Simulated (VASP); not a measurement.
Runs of VASP 6.6.1 on Al. The structure is that of space group Fm-3m (No. 225), or close to it. The cells are those of the table. 

```csv
task,level,cell,k mesh,cutoff (eV),smearing,gap on the mesh (eV),pressure (GPa)
single point,PBE,"a = 2.864 Å, angles 60.0°, 1 atom",8 × 8 × 8,520,gaussian 0.1 eV,none,(a)
single point,r2SCAN,"a = 2.858 Å, angles 60.0°, 1 atom",18 × 18 × 18,520,gaussian 0.1 eV,none,-3.4
relaxation of cell and atoms,PBE,"relaxed from a = 2.864 Å, angles 60.0°, 1 atom",18 × 18 × 18,600,gaussian 0.1 eV,none,0.0
single point,PBE,"a = 2.858 Å, angles 60.0°, 1 atom",18 × 18 × 18,520,gaussian 0.1 eV,none,0.0
single point,PBE,"a = 2.858 Å, angles 60.0°, 1 atom",20 × 20 × 20,520,fermi-dirac 0.15 eV,none,0.0
relaxation of cell and atoms,PBE,"relaxed from a = 2.858 Å, angles 60.0°, 1 atom",20 × 20 × 20,600,fermi-dirac 0.15 eV,none,0.0
```

Alike in all rows: potentials or basis VASP PAW PBE potentials, release 64 (Al); no spin polarisation.

Q: Fill in the values left out.

A: (a) -0.5.

Caveats: the PAW data sets were made with another functional, which shifts forces and pressure a little (some runs); the relaxation stopped at its first step, so nothing moved (some runs).

A gap of «none» marks levels without a gap at the run's occupations.
